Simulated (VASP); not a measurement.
Wanted: the native input for a VASP 6.6.1 run.

```yaml
Task: relaxation of cell and atoms
Functional: PBE
Potentials_or_basis: VASP PAW PBE potentials, release 64 (K_sv, Ta_pv, O)
Cutoff: 600 eV
k_mesh: 8 × 8 × 8
Occupations: gaussian, width 0.02 eV
Spin: no spin polarisation
Dipole_correction: no
Further_INCAR_settings: ALGO = Normal; EDIFF = 1e-06; IBRION = 2; EDIFFG = -0.002; NSW = 100; ISIF = 3
```

The structure of KTaO3 lies in POSCAR:

```
KTaO3
1.0
    3.9883000000      0.0000000000      0.0000000000
    0.0000000000      3.9883000000      0.0000000000
    0.0000000000      0.0000000000      3.9883000000
K Ta O
1 1 3
Direct
    0.5000000000      0.5000000000      0.5000000000
    0.0000000000      0.0000000000      0.0000000000
    0.5000000000      0.0000000000      0.0000000000
    0.0000000000      0.5000000000      0.0000000000
    0.0000000000      0.0000000000      0.5000000000
```

The input as run:

INCAR

```
  PREC = Accurate
  ENCUT = 600
  EDIFF = 1E-6
  ISMEAR = 0
  SIGMA = 0.02
  LREAL = F
  LASPH = T
  NELM = 100
  ALGO = Normal
  ISIF = 3
  LWAVE = F
  LCHARG = F
  GGA = PE
  IBRION = 2
  NSW = 100
  EDIFFG = -0.002
```

KPOINTS

```
regular mesh
0
Gamma
  8 8 8
```

Potentials or basis: VASP PAW PBE potentials, release 64 (K_sv, Ta_pv, O).

The run is started by

```sh
$ cat potpaw_PBE.64/K_sv/POTCAR potpaw_PBE.64/Ta_pv/POTCAR potpaw_PBE.64/O/POTCAR > POTCAR
$ mpirun -np 1 vasp_std > vasp.out
```

Results of the run:

- Relaxed volume: 13.07 Å³/atom
- Relaxed cell: a = 4.028 Å, b = 4.028 Å, c = 4.028 Å, α = 90.00°, β = 90.00°, γ = 90.00°
- Space group after relaxing (to 0.1 Å): Pm-3m (No. 221)
- Energy gained by relaxing: 6.8 meV/atom
- Ionic steps: 19
- Pressure after relaxing: 0.0 GPa
- Band gap on the k mesh: 2.11 eV (least direct gap 2.74 eV)

Caveat: spin-orbit coupling is left out, which moves the levels of the heavy elements.

Wall time 96 s on 1 thread of Intel(R) Xeon(R) 6975P-C (Granite Rapids) (shared host), peak memory 0.23 GiB.
